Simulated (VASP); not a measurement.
Crystal: LiCl.

```
Li Cl
1.0
     3.60050    0.00000    0.00000
    -1.80025    3.11812    0.00000
     0.00000    0.00000    6.07071
Li Cl
2 2
Cartesian
  0.0000 0.0000 0.0000
  0.0000 0.0000 3.0354
  0.0000 2.0787 1.5177
  1.8002 1.0394 4.5530
```

- Program: VASP 6.6.1
- Task: relaxation of cell and atoms
- Functional: PBEsol
- Potentials or basis: VASP PAW PBE potentials, release 64 (Li_sv, Cl)
- Cutoff: 600 eV
- k mesh: 12 × 12 × 4
- Occupations: fermi-dirac, width 0.02 eV
- Spin: no spin polarisation

At the start: pressure -1.6 GPa; volume 17.04 Å³/atom.

**Question.** Where does the relaxation end?

**Answer.** Over 4 steps the energy falls by 4.6 meV/atom and the volume is 16.18 Å³/atom (-5.1 %); space group P6_3/mmc (No. 194, to 0.1 Å) before and after.

Step by step:
```
step  energy change (eV)  largest force (eV/Å)  pressure (GPa)  volume (Å³)
   1              0.0000                0.0000           -1.64        68.15
   2             -0.0136                0.0000           -0.88        66.45
   3             -0.0185                0.0000           -0.07        64.84
   4             -0.0185                0.0000           -0.03        64.71
```

Final structure:
```yaml
crystal:
  lattice:
    - [3.53704, 0.00000, 0.00000]
    - [-1.76852, 3.06316, 0.00000]
    - [0.00000, 0.00000, 5.97221]
  atoms:
    - { symbol: Li, position: [0.00000, 0.00000, 0.00000] }
    - { symbol: Li, position: [0.00000, 0.00000, 0.50000] }
    - { symbol: Cl, position: [0.33333, 0.66667, 0.25000] }
    - { symbol: Cl, position: [0.66667, 0.33333, 0.75000] }
```

Caveat: the cutoff is under 1.25 times the usual one of these potentials, so pressure, stress and relaxed cells hold a basis-set (Pulay) error; the PAW data sets were made with another functional, which shifts forces and pressure a little.
